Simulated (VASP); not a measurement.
Here is a VASP 6.6.1 calculation.

The input INCAR:

```
  PREC = Accurate
  ENCUT = 600
  EDIFF = 1E-6
  ISMEAR = -1
  SIGMA = 0.05
  LREAL = F
  LASPH = T
  NELM = 200
  ALGO = Normal
  ISIF = 2
  LWAVE = F
  LCHARG = F
  ISPIN = 2
  MAGMOM = 2 0
  LORBIT = 11
  NUPDOWN = 2.0
  LMAXMIX = 4
  GGA = PE
  NBANDS = 22
  GGA_COMPAT = F
```

KPOINTS

```
Automatic mesh
0
Gamma
  9 9 9
```

POSCAR

```
MnO
1.0
    0.0000000000      2.2239077028      2.2239077028
    2.2239077028      0.0000000000      2.2239077028
    2.2239077028      2.2239077028      0.0000000000
Mn O
1 1
Direct
    0.0000000000      0.0000000000      0.0000000000
    0.5000000000      0.5000000000      0.5000000000
```

Potentials or basis: VASP PAW PBE potentials, release 64 (Mn_sv, O).

The run is started by

```bash
$ cat potpaw_PBE.64/Mn_sv/POTCAR potpaw_PBE.64/O/POTCAR > POTCAR
$ mpirun -np 1 vasp_std > vasp.out
```

Task: What does it give for the pressure?

Result: -31.3 GPa.

Caveat: the total moment is fixed, so each spin has its own Fermi level; a cell with one magnetic atom can't hold antiferromagnetic order, which such compounds often take.
